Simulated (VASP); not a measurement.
# LiF (I4/mmm) in VASP: G0W0 quasiparticle levels with PBE

Aim: the G0W0 quasiparticle levels of LiF with PBE.

Program: VASP 6.6.1. These are calculated values, not measurements. Logs are shortened: lines on timing, memory, paths and dates and some standing lists are left out, and cuts for length are marked.

**1. The cell of the first run**

The structure is tetragonal, space group I4/mmm (No. 139). The conventional cell has a = 2.878 Å, b = 2.878 Å, c = 3.939 Å, α = 90.00°, β = 90.00°, γ = 90.00°. Within 2.6 Å of Li (site symmetry 4/mmm) lie 6 F at 1.97 to 2.03 Å. Within 2.6 Å of F (site symmetry 4/mmm) lie 6 Li at 1.97 to 2.03 Å.

**2. G0W0 quasiparticle levels, PBE**

File POSCAR:

```
LiF
1.0
    0.0000000000      2.0347691723      1.9697370552
    2.0347691723      0.0000000000      1.9697370552
    2.0347691723      2.0347691723      0.0000000000
Li F
1 1
Direct
    0.0000000000      0.0000000000      0.0000000000
    0.5000000000      0.5000000000      0.5000000000
```

File INCAR.step1:

```
SYSTEM = LiF
PREC = Accurate
ENCUT = 500
EDIFF = 1E-8
ISMEAR = 0
SIGMA = 0.01
LREAL = .FALSE.
LASPH = .TRUE.
NELM = 60
ALGO = Normal
LWAVE = .TRUE.
LCHARG = .FALSE.
GGA = PE
```

File INCAR.step2:

```
SYSTEM = LiF
PREC = Accurate
ENCUT = 500
EDIFF = 1E-8
ISMEAR = 0
SIGMA = 0.01
LREAL = .FALSE.
LASPH = .TRUE.
NELM = 1
ALGO = Exact
LWAVE = .TRUE.
LCHARG = .FALSE.
GGA = PE
NBANDS = 72
LOPTICS = .TRUE.
ISTART = 1
```

File INCAR.step3:

```
SYSTEM = LiF
PREC = Accurate
ENCUT = 500
EDIFF = 1E-8
ISMEAR = 0
SIGMA = 0.01
LREAL = .FALSE.
LASPH = .TRUE.
ALGO = EVGW0
LWAVE = .FALSE.
LCHARG = .FALSE.
GGA = PE
NELMGW = 1
NBANDS = 72
ENCUTGW = 150.0
NOMEGA = 96
PRECFOCK = Fast
ISTART = 1
NBANDSGW = 12
OMEGAMAX = 20
```

File KPOINTS:

```
regular mesh
0
G
  6 6 6
  0 0 0
```

Potentials or basis: VASP PAW PBE potentials, release 64 (Li_GW, F_GW).

On the command line:

```
cat potpaw_PBE.64/Li_GW/POTCAR potpaw_PBE.64/F_GW/POTCAR > POTCAR
cp INCAR.step1 INCAR
mpirun -np 1 vasp_std > vasp.out
cp INCAR.step2 INCAR
mpirun -np 1 vasp_std > vasp.out
cp INCAR.step3 INCAR
mpirun -np 1 vasp_std > vasp.out
```

OUTCAR:

```text
SYSTEM = LiF
   PREC = Accurate
   ENCUT = 500
   EDIFF = 1E-8
   ISMEAR = 0
   LREAL = .FALSE.
   LASPH = .TRUE.
   GGA = PE
   NELMGW = 1
   ENCUTGW = 150.0
   PRECFOCK = Fast
   ISTART = 1

 ion  position               nearest neighbor table
   1  0.000  0.000  0.000-   2 1.97   2 1.97   2 2.03   2 2.03   2 2.03   2 2.03
   2  0.500  0.500  0.500-   1 1.97   1 1.97   1 2.03   1 2.03   1 2.03   1 2.03

  LATTYP: Found a body centered tetragonal cell.
 ALAT       =     2.8775981598
 C/A-ratio  =     1.3690146753

  Lattice vectors:

 A1 = (   0.0000000000,  -2.0347691723,  -1.9697370552)
 A2 = (   0.0000000000,   2.0347691723,  -1.9697370552)
 A3 = (   2.0347691723,   0.0000000000,   1.9697370552)

Analysis of symmetry for initial positions (statically):
=====================================================================
 Subroutine PRICEL returns:
 Original cell was already a primitive cell.

 Routine SETGRP: Setting up the symmetry group for a
 body centered tetragonal supercell.

 Subroutine GETGRP returns: Found 16 space group operations
 (whereof 16 operations were pure point group operations)
 out of a pool of 16 trial point group operations.

The static configuration has the point symmetry D_4h.

Analysis of symmetry for dynamics (positions and initial velocities):
=====================================================================
 Subroutine PRICEL returns:
 Original cell was already a primitive cell.

 Routine SETGRP: Setting up the symmetry group for a
 body centered tetragonal supercell.

 Subroutine GETGRP returns: Found 16 space group operations
 (whereof 16 operations were pure point group operations)
 out of a pool of 16 trial point group operations.

The dynamic configuration has the point symmetry D_4h.

 Subroutine INISYM returns: Found 16 space group operations
 (whereof 16 operations are pure point group operations),
 and found     1 'primitive' translations

----------------------------------------------------------------------------------------
[... 92 lines left out ...]
   NELM   =     60;   NELMIN=  2; NELMDL=  0     # of ELM steps
   EDIFF  = 0.1E-07   stopping-criterion for ELM
   LREAL  =      F    real-space projection
   EDIFFG = 0.1E-06   stopping-criterion for IOM
   NSW    =      0    number of steps for IOM
   IBRION =     -1    ionic relax: 0-MD 1-quasi-New 2-CG
   NFREE  =      0    steps in history (QN), initial steepest desc. (CG)
   ISIF   =      0    stress and relaxation
   ISYM   =      3    0-nonsym 1-usesym 2-fastsym
   POTIM  = 0.5000    time-step for ionic-motion
   TEBEG  =    0.0;   TEEND  =   0.0 temperature during run
   PSTRESS=    0.0 pullay stress
   NELECT =       8.0000    total number of electrons
   NUPDOWN=      -1.0000    fix difference up-down
   EMIN   =  10.00;   EMAX   =-10.00  energy-range for DOS
   EFERMI =   0.00;   METHOD = LEGACY
   ISMEAR =     0;   SIGMA  =   0.01  broadening in eV -4-tet -1-fermi 0-gaus
   EFERMI_NEDOS =   21; number of points for ismear=-14 and -15
   IALGO  =     38    algorithm
   IMIX   =      4    mixing-type and parameters
     AMIX     =   0.40;   BMIX     =  1.00
     AMIX_MAG =   1.60;   BMIX_MAG =  1.00
  volume/ion in A,a.u.               =       8.16        55.03
  Fermi-wavevector in a.u.,A,eV,Ry     =   1.291067  2.439762 22.678911  1.666853
  Thomas-Fermi vector in A             =   2.422859
   LORBIT       =      0    0 simple, 1 ext, 2 COOP (PROOUT), +10 PAW based schemes
   GGA     = PE    functional components
   LHFCALC =     T    Hartree Fock is set to
   PRECFOCK=fast      Normal, Fast or Accurate (Low or Medium for compatibility)
   ENCUT4O =  -1.0   cutoff for four orbital integrals eV
   NKREDX  =     1    reduce k-point grid by
   NKREDY  =     1    reduce k-point grid by
   NKREDZ  =     1    reduce k-point grid by
   AEXX    =    1.0000 exact exchange contribution
   HFSCREEN=    0.0000 screening length (either q_TF or 0.3 A-1)
   HFSCREENC=   0.0000 screening length for correlation (either q_TF or 0.3 A-1)
   ENCUTFOCK=  -1.0 apply spherical cutoff to Coloumb kernel
   IVDW    =     0    specifies the selected vdW correction
   LEPSILON=     F    determine dielectric tensor
   LRPA    =     F    only Hartree local field effects (RPA)
   LRPAFORCE           =     F    calculate RPA forces
   ENCUTGW             = 150.0    cutoff for response function in eV
   ENCUTGWSOFT         = 120.0    soft cutoff for Coulomb kernel in GW response function in eV
   ENCUTLF             =  -1.0    cutoff for local field effects
   NELMGW              =     1    number of iterations in solving QP/BSE equation
   NELMHF              =     1    number of iterations in the inner HF iteration
   NKREDLFX            =     1    NKREDLFY  =   1   NKREDLFZ  =   1
 non-spin polarized calculation
 Gauss-broadening in eV      SIGMA  =   0.01
  energy-cutoff  :      500.00
  volume of cell :       16.31
 maximum number of plane-waves:       428
 NGX is ok and might be reduce to    24
  NGX = 14; NGY = 14; NGZ = 14
   NGX = 11   NGY = 11   NGZ = 11
 maximum number of plane-waves:        76
 NGX is ok and might be reduce to    14

 QP shifts <psi_nk| G(iteration)W_0 |psi_nk>: iteration 1
 for sc-GW calculations column KS-energies equals QP-energies in previous step
 and V_xc(KS)=  KS-energies - (<T + V_ion + V_H > + <T+V_H+V_ion>^1  + <V_x>^1)

 k-point   1 :       0.0000    0.0000    0.0000
  band No.  KS-energies  QP-energies   sigma(KS)   V_xc(KS)     V^pw_x(r,r')   Z            occupation Imag(sigma)

      1     -23.2277     -27.4728     -27.6531     -22.3166     -36.5168       0.7955       2.0000       1.0410
      2      -3.2592      -5.9191     -26.0912     -22.8324     -30.6577       0.8162       2.0000       0.0421
      3      -3.1733      -5.8203     -26.1211     -22.8963     -30.6833       0.8208       2.0000       0.0385
      4      -3.1733      -5.8203     -26.1211     -22.8963     -30.6833       0.8208       2.0000       0.0385
      5       5.8603       7.5309      -8.4395     -10.3311      -5.4054       0.8831       0.0000      -0.0406
      6      20.5228      23.0098      -5.3289      -8.2303      -1.4422       0.8572       0.0000      -0.0937
      7      20.5228      23.0098      -5.3289      -8.2303      -1.4422       0.8572       0.0000      -0.0937
      8      21.0668      22.7843      -6.4281      -8.4106      -2.6348       0.8663       0.0000      -0.1127
      9      21.0668      22.7843      -6.4281      -8.4106      -2.6348       0.8663       0.0000      -0.1127
     10      21.2829      23.8932      -5.7415      -8.7998      -1.8131       0.8535       0.0000      -0.0950
     11      21.3413      23.0054      -6.3323      -8.2601      -2.5165       0.8632       0.0000      -0.1282
     12      24.2933      25.1619      -5.5605      -6.6007      -1.0631       0.8351       0.0000      -0.4846
[... 356 lines left out ...]
      1     -22.5672     -26.4329     -28.5217     -23.1950     -37.3041       0.7257       2.0000       0.8492
      2      -5.8385      -8.9523     -22.6325     -18.7784     -26.9465       0.8079       2.0000       0.0544
      3      -4.3996      -7.2905     -24.5965     -21.0321     -29.0719       0.8111       2.0000       0.0472
      4      -3.9829      -6.7967     -25.1536     -21.6974     -29.6685       0.8141       2.0000       0.0443
      5      10.6887      13.0442     -10.2257     -12.9486      -7.1473       0.8651       0.0000      -0.0426
      6      12.7207      14.7076      -7.7763     -10.0472      -4.4612       0.8750       0.0000      -0.0441
      7      14.9350      17.0005      -6.8341      -9.1981      -3.3300       0.8737       0.0000      -0.0473
      8      16.9111      19.4218      -7.3448     -10.2765      -3.6812       0.8564       0.0000      -0.0547
      9      19.0931      21.1890      -6.8250      -9.2824      -2.9474       0.8529       0.0000      -0.0842
     10      30.3997      33.2307      -7.9813     -10.9643      -3.4970       0.9491       0.0000      -0.9161
     11      32.4262      34.6988      -6.9292      -9.5032      -2.5460       0.8829       0.0000      -0.7868
     12      34.1242      36.5398      -6.3519      -9.1150      -2.0009       0.8742       0.0000      -0.8221

 [... further k-points ...]
```

Run time: 6.8 min. Hardware: 1 thread of AMD EPYC 7R13 (Zen 3), shared host; peak memory 0.32 GiB.

Results:

* Quasiparticle gap: 13.35 eV
* Least direct quasiparticle gap: 13.35 eV
* Band gap of the starting levels on the mesh: 9.03 eV
* Least direct gap of the starting levels on the mesh: 9.03 eV

Caveat: the k points lie up to 0.45 Å⁻¹ apart; bands, screening cutoff and mesh are small and nothing is extrapolated, so the quasiparticle values aren't converged.
